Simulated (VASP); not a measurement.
A run of VASP 6.6.1 is set up as follows.

Contents of INCAR:

```
PREC = Accurate ; ENCUT = 520
EDIFF = 1E-6 ; ISMEAR = 0
SIGMA = 0.05 ; LREAL = Auto
LASPH = T ; NELM = 60
ALGO = Normal ; ISIF = 2
LWAVE = F ; LCHARG = F
GGA = PE ; NBANDS = 72
```

The input KPOINTS:

```
regular mesh
0
Gamma
  2 2 2
```

Contents of POSCAR:

```
Al
1.0
    8.1000000000      0.0000000000      0.0000000000
    0.0000000000      8.1000000000      0.0000000000
    0.0000000000      0.0000000000      8.1000000000
Al
33
Direct
    0.5040391358      0.0048008642      0.0052956790
    0.7508822222      0.2509958025      0.0044446914
    0.7451939506      0.0037454321      0.2562619753
   -0.0015940741      0.0039993827      0.0038622222
    0.2513950617      0.2499780247      0.0086270370
    0.5022766667      0.4980912346      0.0018500000
    0.7577700000      0.7504281481      0.0158975309
    0.2510566667      0.0229662963      0.2389523457
    0.5018516049      0.2510180247      0.2564413580
    0.7437604938      0.4960333333      0.2559340741
    0.4929291358     -0.0057202469      0.5099486420
    0.7473355556      0.2509082716      0.5018459259
    0.7619496296      0.0140408642      0.7511604938
   -0.0014313580      0.4967097531      0.0014001235
    0.2490569136      0.7515923457      0.0112887654
   -0.0048154321      0.2520392593      0.2515098765
    0.2503334568      0.4842206173      0.2424803704
    0.5076919753      0.7499975309      0.2498624691
   -0.0009774074      0.0048793827      0.4974607407
    0.2498391358      0.2485309877      0.4971223457
    0.4944497531      0.5014296296      0.5103106173
    0.7527360494      0.7500053086      0.4973732099
    0.2457569136      0.0351475309      0.7608077778
    0.5090991358      0.2477290123      0.7540941975
    0.7589698765      0.4897345679      0.7516340741
   -0.0307358025      0.7466327160      0.2371781481
    0.0026600000      0.4992796296      0.5000656790
    0.2215771605      0.7584403704      0.4004649383
   -0.0067764198      0.2489153086      0.7497307407
    0.2448201235      0.4522451852      0.7617464198
    0.5757781481      0.7564986420      0.7747317284
   -0.0139735802      0.7515891358      0.7534570370
    0.2982206173      0.7399772840      0.6810402469
```

Potentials or basis: VASP PAW PBE potentials, release 64 (Al).

The run is started by

```console
$ cat potpaw_PBE.64/Al/POTCAR > POTCAR
$ mpirun -np 1 vasp_std > vasp.out
```

(1) Estimate the largest force.

(2) Predict the pressure.

(3) Predict the band gap on the k mesh.

Answers

(1) 0.518 eV/Å.

(2) 4.8 GPa.

(3) zero (an odd number of electrons rules out a gap without spin polarisation).

Caveat: the k points lie up to 0.39 Å⁻¹ apart, too coarse for converged energies and pressures of a metal.
